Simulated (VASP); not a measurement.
Here is a VASP 6.6.1 calculation.

Contents of POSCAR:

```
P4C
1.0
   13.0825481649     -1.5583052186     -0.3566045947
   13.0825481649      1.5583052186     -0.3566045947
   -0.6090263174      0.0000000000      5.5096635601
P C
8 2
Direct
    0.0470788848      0.0470788848      0.8025772019
    0.9529211152      0.9529211152      0.1974227981
    0.1231071897      0.1231071897      0.0539651603
    0.6578608685      0.6578608685      0.8406640543
    0.7320747282      0.7320747282      0.1045289320
    0.8768928103      0.8768928103      0.9460348397
    0.3421391315      0.3421391315      0.1593359457
    0.2679252718      0.2679252718      0.8954710680
    0.4804711675      0.4804711675      0.0686614666
    0.5195288325      0.5195288325      0.9313385334
```

File INCAR.step1:

```
PREC     = Accurate       # precision mode
ENCUT    = 660            # plane-wave cutoff, eV
ISMEAR   = 0              # smearing method
SIGMA    = 0.02           # smearing width, eV
LREAL    = False          # projectors in reciprocal space
LASPH    = True           # aspherical terms in the spheres
NELM     = 120            # most SCF steps
NBANDS   = 35             # bands
GGA      = PE             # functional
ALGO     = Normal         # electronic algorithm
EDIFF    = 1E-5           # SCF threshold, eV
LWAVE    = True           # write WAVECAR
LCHARG   = False          # write CHGCAR
GGA_COMPAT= False        
KPAR     = 4
```

The input INCAR.step2:

```
PREC     = Accurate       # precision mode
ENCUT    = 660            # plane-wave cutoff, eV
EDIFF    = 1E-6           # SCF threshold, eV
ISMEAR   = 0              # smearing method
SIGMA    = 0.02           # smearing width, eV
LREAL    = False          # projectors in reciprocal space
LASPH    = True           # aspherical terms in the spheres
NELM     = 120            # most SCF steps
ALGO     = Normal         # electronic algorithm
ISIF     = 2              # what is computed and relaxed
LWAVE    = False          # write WAVECAR
LCHARG   = False          # write CHGCAR
METAGGA  = R2SCAN         # meta-GGA
LMIXTAU  = True         
NBANDS   = 35             # bands
ISTART   = 1            
GGA_COMPAT= False        
KPAR     = 4
```

File KPOINTS:

```
regular mesh
0
Gamma
  10 10 6
```

Potentials or basis: VASP PAW PBE potentials, release 64 (P, C).

Launch:

```sh
$ cat potpaw_PBE.64/P/POTCAR potpaw_PBE.64/C/POTCAR > POTCAR
$ cp INCAR.step1 INCAR
$ mpirun -np 4 vasp_std > vasp.out
$ cp INCAR.step2 INCAR
$ mpirun -np 4 vasp_std > vasp.out
```

Q: Estimate the band gap on the k mesh.

A: 1.53 eV (least direct gap 1.82 eV).

Q: Estimate the pressure.

A: -1.8 GPa.

Q: Estimate the largest force.

A: 0.508 eV/Å.

Stress tensor (GPa, compression positive):
```
-1.69  0.00  0.39
 0.00 -1.39  0.00
 0.39  0.00 -2.28
```

Caveat: the PAW data sets were made with another functional, which shifts forces and pressure a little. A k mesh can miss the band edges.
